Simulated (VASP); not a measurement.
## TePb: single point with PBEsol

TePb:

```
CELL_PARAMETERS angstrom
0.00000 3.17828 3.17828
3.17828 0.00000 3.17828
3.17828 3.17828 0.00000
ATOMIC_POSITIONS crystal
Te 0.50000 0.50000 0.50000
Pb 0.00000 0.00000 0.00000
```

```yaml
Program: VASP 6.6.1
Task: single point
Functional: PBEsol
Potentials_or_basis: VASP PAW PBE potentials, release 64 (Te, Pb_d)
Cutoff: 520 eV
k_mesh: 8 × 8 × 8
Occupations: gaussian, width 0.01 eV
Spin: no spin polarisation
```

The pressure is 2.0 GPa and the band gap on the k mesh is 0.56 eV.

Levels at points of the mesh, in eV from the valence-band top:
| k point | band 8 | band 9 | band 10 | band 11 | band 12 | band 13 |
| --- | --- | --- | --- | --- | --- | --- |
| (0.00, 0.00, 0.00) | -1.54 | -1.54 | -1.54 | 4.09 | 4.09 | 4.09 |
| (0.50, 0.00, 0.00) | -1.04 | -1.04 | 0.00 | 0.56 | 1.10 | 1.10 |
| (0.50, 0.50, 0.00) | -4.94 | -3.11 | -3.11 | 2.98 | 5.63 | 5.63 |

Run time: 54 s on 1 thread of Intel Xeon 8259CL, with other jobs on the host, peak memory 0.22 GiB.

Caveat: the PAW data sets were made with another functional, which shifts forces and pressure a little; spin-orbit coupling is left out, which moves the levels of the heavy elements. A k mesh can miss the band edges.
